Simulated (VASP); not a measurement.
Write the native input for VASP 6.6.1 that does the following.

```
Task                   : molecular dynamics
Functional             : PBE
Potentials or basis    : VASP PAW PBE potentials, release 64 (In_d, O)
Cutoff                 : 520 eV
k mesh                 : 1 × 1 × 1
Occupations            : fermi-dirac, width 0.1034 eV
Spin                   : no spin polarisation
Dipole correction      : no
Further INCAR settings : LREAL = Auto; ALGO = Normal; EDIFF = 1e-05; ISYM = 0; IBRION = 0; POTIM = 2.0; NSW = 40
```

The structure of In2O3 lies in POSCAR:

```
In2O3
1.0
    6.5491560000      0.0602710000     -0.0265460000
    0.0602710000      6.5253210000     -0.0478520000
   -0.0265460000     -0.0478520000      6.3657510000
In O
8 12
Direct
    0.0880301631      0.7837270174      0.1450341204
    0.6004212705      0.6926485331      0.1810394950
    0.3288739514      0.8033573267      0.6831442200
    0.2221881484      0.3904227951      0.6278089003
    0.4049267873      0.2747472356      0.1335345047
    0.7264860040      0.2497464911      0.4918212600
    0.8239986524      0.7112244061      0.6526180390
    0.8764175111      0.2241468587      0.9959879404
    0.4985587914      0.4488702767      0.4165724050
    0.3630449677      0.6552299191      0.9767007515
    0.6894391326      0.0144458770      0.2452771572
    0.9166848515      0.8721183850      0.9100940861
    0.5801290779      0.3106502211      0.8727709636
    0.1495653634      0.1159688510      0.5654632542
    0.8417359053      0.4986716905      0.1640702866
    0.6135699118      0.9248445918      0.5822113506
    0.8915334788      0.4385042935      0.6494517980
    0.1780370849      0.0586267482      0.2455785472
    0.1447610170      0.1424647084      0.8665196570
    0.0839171245      0.6980008104      0.4646331266
```

The input as run:

INCAR

```
ALGO = Normal ; EDIFF = 1E-5
ENCUT = 520 ; GGA = PE
IBRION = 0 ; ISIF = 2
ISMEAR = -1 ; ISYM = 0
LANGEVIN_GAMMA = 30 30 ; LASPH = T
LCHARG = T ; LREAL = Auto
LWAVE = F ; MDALGO = 3
NELM = 100 ; NELMIN = 4
NSW = 40 ; POTIM = 2.0
PREC = Accurate ; RANDOM_SEED = 95314 0 0
SIGMA = 0.1034 ; TEBEG = 1200.0
TEEND = 1200.0
```

KPOINTS

```
k-points
0
Gamma
  1 1 1
```

Potentials or basis: VASP PAW PBE potentials, release 64 (In_d, O).

The run is started by

```console
$ cat potpaw_PBE.64/In_d/POTCAR potpaw_PBE.64/O/POTCAR > POTCAR
$ mpirun -np 1 vasp_gam > vasp.out
```

Wall time 14 min on 1 thread of AMD EPYC 9R45 96-Core Processor (Zen 5) (shared host), peak memory 0.33 GiB.
